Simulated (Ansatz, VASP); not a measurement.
# Pb: VASP beside Ansatz

The input INCAR:

```
SYSTEM = Pb
ALGO = Fast
EDIFF = 1E-6
ENCUT = 520
GGA = PE
ISIF = 2
ISMEAR = -1
LASPH = .True.
LCHARG = .True.
LELF = .True.
LREAL = .False.
LVHAR = .True.
LWAVE = .False.
NBANDS = 21
NELM = 60
PREC = Accurate
SIGMA = 0.05
```

File KPOINTS:

```
k-points
0
Gamma
  7 7 7
  0 0 0
```

File POSCAR:

```
Pb
1.0
    0.0000000000      3.3925213842      3.3925213842
    3.3925213842      0.0000000000      3.3925213842
    3.3925213842      3.3925213842      0.0000000000
Pb
2
Direct
    0.2500000000      0.2500000000      0.2500000000
    0.0000000000      0.0000000000      0.0000000000
```

Contents of input.yaml:

```yaml
crystal:
  lattice:
    - [0.0, 3.3925213842, 3.3925213842]
    - [3.3925213842, 0.0, 3.3925213842]
    - [3.3925213842, 3.3925213842, 0.0]
  atoms:
    - { symbol: Pb, position: [0.25, 0.25, 0.25] }
    - { symbol: Pb, position: [0.0, 0.0, 0.0] }
kpoints:
  mp_grid: { grid: [7, 7, 7] }
scf:
  occupations: { method: fermi_dirac, width: 0.05 }
hamiltonian:
  xc: pbe
  pseudopotentials: { kind: all_electron, lapw: { basis_error: 0.0005 } }
output:
  forces: true
  stress: true
  eigenvalues: true
```

Change from the starting cell: volume scaled by 0.96.

Alike in both runs: task single point; functional PBE; k mesh 7 × 7 × 7; occupations fermi-dirac, width 0.05 eV; no spin polarisation.

|  | VASP | Ansatz |
| --- | --- | --- |
| version | VASP 6.6.1 | Ansatz 0.2.0 |
| potentials or method | VASP PAW PBE potentials, release 64 (Pb_d), cutoff 520 eV | all-electron LAPW, scalar-relativistic |

|  | VASP | Ansatz | Ansatz less VASP |
| --- | --- | --- | --- |
| gap on the k mesh at the Fermi level (eV) | none | none | - |
| pressure (GPa) | 4.0 | 4.0 | +0.08 |

A gap of «none» marks a metal or a gap that the smearing closes. Ansatz ran all-electron here, and VASP with PAW potentials.

Neither program's run includes spin-orbit coupling.
